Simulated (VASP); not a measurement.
Te2Mo:

```xyz
3
Lattice="0.0000 3.3148 3.3148 3.3148 0.0000 3.3148 3.3148 3.3148 0.0000" Properties=species:S:1:pos:R:3 pbc="T T T"
Mo    0.0000    0.0000    0.0000
Te    1.6574    1.6574    1.6574
Te    4.9722    4.9722    4.9722
```

Base run:

| Item | Value |
| --- | --- |
| Program | VASP 6.6.1 |
| Functional | PBE |
| Potentials or basis | VASP PAW PBE potentials, release 64 (Mo_sv, Te) |
| Cutoff | 500 eV |
| k mesh | 6 × 6 × 6 |
| Occupations | fermi-dirac, width 0.02 eV |
| Spin | no spin polarisation |

Its results: band gap on the k mesh zero (bands 13 and 14 overlap by 0.89 eV); pressure 0.7 GPa.

Task: The run is repeated on the same cell with these changes: functional from PBE to r2SCAN; cutoff from 500 eV to 550 eV. What comes out?

Result: Band gap on the k mesh zero (bands 13 and 14 overlap by 0.88 eV); pressure 0.0 GPa.

Caveats: spin-orbit coupling is left out, which moves the levels of the heavy elements; the PAW data sets were made with another functional, which shifts forces and pressure a little (at least some runs).
